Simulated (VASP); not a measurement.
A run of VASP 6.6.1:

File POSCAR:

```
Os
1.0
    2.7522071502      0.0000000000      0.0000000000
   -1.3761035751      2.3834813086      0.0000000000
    0.0000000000      0.0000000000      4.3483081185
Os
2
Direct
    0.6666666667      0.3333333333      0.7500000000
    0.3333333333      0.6666666667      0.2500000000
```

File INCAR.step1:

```
PREC = Accurate
ENCUT = 520
EDIFF = 1E-5
ISMEAR = -1
SIGMA = 0.05
LREAL = F
LASPH = T
NELM = 100
ALGO = Normal
ISIF = 2
LWAVE = T
LCHARG = F
GGA = PE
NBANDS = 15
```

Contents of INCAR.step2:

```
PREC = Accurate
ENCUT = 520
EDIFF = 1E-7
ISMEAR = -1
SIGMA = 0.05
LREAL = F
LASPH = T
NELM = 100
ALGO = Normal
ISIF = 2
LWAVE = F
LCHARG = F
GGA = PE
LHFCALC = T
HFSCREEN = 0.2079
PRECFOCK = Normal
ISTART = 1
NBANDS = 15
```

The input KPOINTS:

```
Automatic mesh
0
Gamma
  6 6 3
```

Potentials or basis: VASP PAW PBE potentials, release 64 (Os).

Launch:

```bash
$ cat potpaw_PBE.64/Os/POTCAR > POTCAR
$ cp INCAR.step1 INCAR
$ mpirun -np 1 vasp_std > vasp.out
$ cp INCAR.step2 INCAR
$ mpirun -np 1 vasp_std > vasp.out
```

Hardware: 1 thread of Intel(R) Xeon(R) Platinum 8259CL CPU @ 2.50GHz (Skylake/Cascade Lake), with other jobs on the host.

Estimate the wall time of this run.

Run time: 22 min on 1 thread of Intel(R) Xeon(R) Platinum 8259CL CPU @ 2.50GHz (Skylake/Cascade Lake) (shared host), peak memory 0.25 GiB. Counts: k points 14.
